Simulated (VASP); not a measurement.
Input of a VASP 6.6.1 run:

POSCAR

```
HgTe
1.0
    0.0000000000      3.2416311700      3.2416311700
    3.2416311700      0.0000000000      3.2416311700
    3.2416311700      3.2416311700      0.0000000000
Hg Te
1 1
Direct
    0.0000000000      0.0000000000      0.0000000000
    0.2500000000      0.2500000000      0.2500000000
```

File INCAR.step1:

```
SYSTEM = HgTe
PREC     = Accurate       ! precision mode
ENCUT    = 520            ! plane-wave cutoff, eV
ISMEAR   = -1             ! smearing method
SIGMA    = 0.1            ! smearing width, eV
LREAL    = .FALSE.        ! projectors in reciprocal space
LASPH    = .TRUE.         ! aspherical terms in the spheres
NELM     = 100            ! most SCF steps
NBANDS   = 16             ! bands
GGA      = PE             ! functional
ALGO     = Normal         ! electronic algorithm
EDIFF    = 1E-4           ! SCF threshold, eV
LWAVE    = .TRUE.         ! write WAVECAR
LCHARG   = .FALSE.        ! write CHGCAR
```

Contents of INCAR.step2:

```
SYSTEM = HgTe
PREC     = Accurate       ! precision mode
ENCUT    = 520            ! plane-wave cutoff, eV
EDIFF    = 1E-6           ! SCF threshold, eV
ISMEAR   = -1             ! smearing method
SIGMA    = 0.1            ! smearing width, eV
LREAL    = .FALSE.        ! projectors in reciprocal space
LASPH    = .TRUE.         ! aspherical terms in the spheres
NELM     = 100            ! most SCF steps
ALGO     = Normal         ! electronic algorithm
ISIF     = 2              ! what is computed and relaxed
LWAVE    = .FALSE.        ! write WAVECAR
LCHARG   = .FALSE.        ! write CHGCAR
METAGGA  = R2SCAN         ! meta-GGA
LMIXTAU  = .TRUE.       
NBANDS   = 16             ! bands
ISTART   = 1
```

Contents of KPOINTS:

```
Automatic mesh
0
G
  9 9 9
  0 0 0
```

Potentials or basis: VASP PAW PBE potentials, release 64 (Hg, Te).

Command:

```bash
$ cat potpaw_PBE.64/Hg/POTCAR potpaw_PBE.64/Te/POTCAR > POTCAR
$ cp INCAR.step1 INCAR
$ mpirun -np 1 vasp_std > vasp.out
$ cp INCAR.step2 INCAR
$ mpirun -np 1 vasp_std > vasp.out
```

Estimate the pressure.

1.9 GPa.

What does it give for the band gap on the k mesh?

Zero (filled and empty bands touch).

Caveat: the PAW data sets were made with another functional, which shifts forces and pressure a little; spin-orbit coupling is left out, which moves the levels of the heavy elements.
